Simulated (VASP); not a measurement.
A run of VASP 6.6.1 is set up as follows.

INCAR

```
ALGO     = Normal         # electronic algorithm
EDIFF    = 1E-7           # SCF threshold, eV
ENCUT    = 520            # plane-wave cutoff, eV
GGA      = PS             # functional
ISIF     = 2              # what is computed and relaxed
ISMEAR   = 0              # smearing method
LASPH    = True           # aspherical terms in the spheres
LCHARG   = False          # write CHGCAR
LREAL    = False          # projectors in reciprocal space
LWAVE    = False          # write WAVECAR
NBANDS   = 24             # bands
NELM     = 80             # most SCF steps
PREC     = Accurate       # precision mode
SIGMA    = 0.1            # smearing width, eV
```

File KPOINTS:

```
k-points
0
Gamma
  6 6 4
```

Contents of POSCAR:

```
Ag
1.0
    4.5574744672      0.0000000000      0.0000000000
   -2.2787372336      3.9468886656      0.0000000000
    0.0000000000      0.0000000000      2.8026886221
Ag
3
Direct
    0.3334038586      0.0000000000      0.3333333333
    0.0000000000      0.3334038586      0.6666666667
    0.6665961414      0.6665961414      0.0000000000
```

Potentials or basis: VASP PAW PBE potentials, release 64 (Ag).

Run with:

```bash
$ cat potpaw_PBE.64/Ag/POTCAR > POTCAR
$ mpirun -np 1 vasp_std > vasp.out
```

(1) What does it give for the pressure?

(2) Predict the band gap on the k mesh.

## Answers

(1) -0.2 GPa.

(2) zero (an odd number of electrons rules out a gap without spin polarisation).

Caveat: the k points lie up to 0.56 Å⁻¹ apart, too coarse for converged energies and pressures of a metal; the PAW data sets were made with another functional, which shifts forces and pressure a little.
